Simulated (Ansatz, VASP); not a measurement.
## InSe in VASP and in Ansatz

```
CELL_PARAMETERS angstrom
4.04360 0.00000 0.00000
-2.02180 3.50186 0.00000
0.00000 0.00000 16.76153
ATOMIC_POSITIONS crystal
In 0.33333 0.66667 0.16651
In 0.66667 0.33333 0.66651
In 0.33333 0.66667 0.33349
In 0.66667 0.33333 0.83349
Se 0.33333 0.66667 0.59024
Se 0.66667 0.33333 0.09024
Se 0.33333 0.66667 0.90976
Se 0.66667 0.33333 0.40976
```

Alike in both runs: functional PBE; dispersion D3(BJ); k mesh 6 × 6 × 2; occupations gaussian, width 0.1 eV; no spin polarisation.

Ansatz relaxed the structure, and its values are those at the end. VASP's run is a single point on that final structure, the one shown.

|  | VASP | Ansatz |
| --- | --- | --- |
| version | VASP 6.6.1 | Ansatz 0.2.0 |
| potentials or method | VASP PAW PBE potentials, release 64 (In_d, Se), cutoff 520 eV | scalar-relativistic, plane waves, PAW |
| valence electrons in the cell | 76 | 116 |

```tsv
	VASP	Ansatz	Ansatz less VASP
gap on the k mesh at the Fermi level (eV)	0.31	0.32	+0.013
least direct gap on the mesh (eV)	0.31	0.32	+0.013
pressure (GPa)	-0.1	-0.1	-0.04
rms of the force components (eV/Å)	0.022	0.014	-0.0079
```

VASP's potentials hold 76 valence electrons a cell and Ansatz's 116, so a difference there can come from the potentials and not from the codes.
